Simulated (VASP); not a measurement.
Hg: single point with PBEsol

Hg:

```
CELL_PARAMETERS angstrom
-1.53032 1.53032 1.53032
1.53032 -1.53032 1.53032
1.53032 1.53032 -1.53032
ATOMIC_POSITIONS crystal
Hg 0.00000 0.00000 0.00000
```

| Item | Value |
| --- | --- |
| Program | VASP 6.6.1 |
| Task | single point |
| Functional | PBEsol |
| Potentials or basis | VASP PAW PBE potentials, release 64 (Hg) |
| Cutoff | 520 eV |
| k mesh | 15 × 15 × 15 |
| Occupations | fermi-dirac, width 0.08 eV |
| Spin | no spin polarisation |
| Dipole correction | no |
| Further INCAR settings | ALGO = Normal; EDIFF = 1e-07; NBANDS = 12 |

The pressure is 109.6 GPa and the band gap on the k mesh is zero (bands 6 and 7 overlap by 2.68 eV).

Levels at points of the mesh, in eV from the Fermi level:
```
           k point  band 2  band 3  band 4  band 5  band 6  band 7  band 8  band 9  band 10  band 11
(0.00, 0.00, 0.00)  -10.68  -10.68  -10.68   -8.45   -8.45   15.23   15.23   15.23    23.60    23.60
```

It took 23 s on 1 thread of Intel Xeon 8259CL, with other jobs on the host, peak memory 0.14 GiB.

Caveat: the cell stands under pressure; the PAW data sets were made with another functional, which shifts forces and pressure a little; spin-orbit coupling is left out, which moves the levels of the heavy elements.
